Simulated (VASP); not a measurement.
Runs of VASP 6.6.1 on KI. The structure is that of space group Fm-3m (No. 225), or close to it. The cells are those of the table. 

```csv
task,cell,gap on the mesh (eV),pressure (GPa)
single point,"a = 5.009, b = 5.009, c = 5.034 Å, angles 59.8, 59.8, 60.3°, 2 atoms",3.79,-0.4
electric field gradients,"a = 4.960 Å, angles 60.7°, 2 atoms",3.80,-0.2
single point,"a = 5.001 Å, angles 60.0°, 2 atoms",3.81,-0.3
single point,"a = 5.010 Å, angles 59.3°, 2 atoms",3.81,-0.2
single point,"a = 5.035, b = 5.035, c = 4.984 Å, angles 60.3, 60.3, 59.3°, 2 atoms",3.79,-0.4
single point,"a = 4.960 Å, angles 60.7°, 2 atoms",3.80,-0.2
electric field gradients,"a = 5.009, b = 5.009, c = 4.984 Å, angles 60.2, 60.2, 59.7°, 2 atoms",3.81,-0.3
electric field gradients,"a = 4.935 Å, angles 61.3°, 2 atoms",3.77,-0.2
electric field gradients,"a = 5.082 Å, angles 60.0°, 2 atoms",3.71,-0.7
electric field gradients,"a = 5.010 Å, angles 59.3°, 2 atoms",3.81,-0.2
single point,"a = 4.917 Å, angles 60.0°, 2 atoms",3.92,0.3
electric field gradients,"a = 4.968 Å, angles 60.0°, 2 atoms",(b),(a)
```

Alike in all rows: level PBEsol; potentials or basis VASP PAW PBE potentials, release 64 (K_sv, I); no spin polarisation; k mesh 8 × 8 × 8; cutoff (eV) 520; smearing fermi-dirac 0.01 eV.

Fill in the values left out.

(a) -0.1; (b) 3.85.

Caveats: the PAW data sets were made with another functional, which shifts forces and pressure a little; spin-orbit coupling is left out, which moves the levels of the heavy elements.

A k mesh can miss the band edges, and the runs leave out spin-orbit coupling on I.
